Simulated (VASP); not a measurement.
Here is a VASP 6.6.1 calculation.

The input INCAR:

```
SYSTEM = Al2Cu
PREC = Accurate
ENCUT = 520
EDIFF = 1E-6
ISMEAR = 0
SIGMA = 0.15
LREAL = .False.
LASPH = .True.
NELM = 80
ALGO = Fast
ISIF = 2
LWAVE = .False.
LCHARG = .True.
GGA = PS
LELF = .True.
LVHAR = .True.
NBANDS = 26
```

Contents of KPOINTS:

```
Automatic mesh
0
Gamma
  10 10 10
  0 0 0
```

The input POSCAR:

```
Al2Cu
1.0
   -2.9366000000      2.9366000000      2.3896500000
    2.9366000000     -2.9366000000      2.3896500000
    2.9366000000      2.9366000000     -2.3896500000
Al Cu
4 2
Direct
    0.1593210787      0.6593210787      0.8186421574
    0.6593210787      0.8406789213      0.5000000000
    0.8406789213      0.3406789213      0.1813578426
    0.3406789213      0.1593210787      0.5000000000
    0.7500000000      0.7500000000      0.0000000000
    0.2500000000      0.2500000000      0.0000000000
```

Potentials or basis: VASP PAW PBE potentials, release 64 (Al, Cu).

Run with:

```console
$ cat potpaw_PBE.64/Al/POTCAR potpaw_PBE.64/Cu/POTCAR > POTCAR
$ mpirun -np 1 vasp_std > vasp.out
```

**Question.** Estimate the largest force.

**Answer.** 0.012 eV/Å.

**Question.** Estimate the pressure.

**Answer.** 6.0 GPa.

**Question.** Predict the band gap on the k mesh.

**Answer.** Zero (bands 17 and 18 overlap by 4.46 eV).

Forces on the atoms (eV/Å):
```
Al  -0.009 -0.009  0.000
Al   0.009 -0.009  0.000
Al   0.009  0.009  0.000
Al  -0.009  0.009  0.000
Cu   0.000  0.000  0.000
Cu   0.000  0.000  0.000
```

Caveat: the cell stands under pressure; the PAW data sets were made with another functional, which shifts forces and pressure a little.
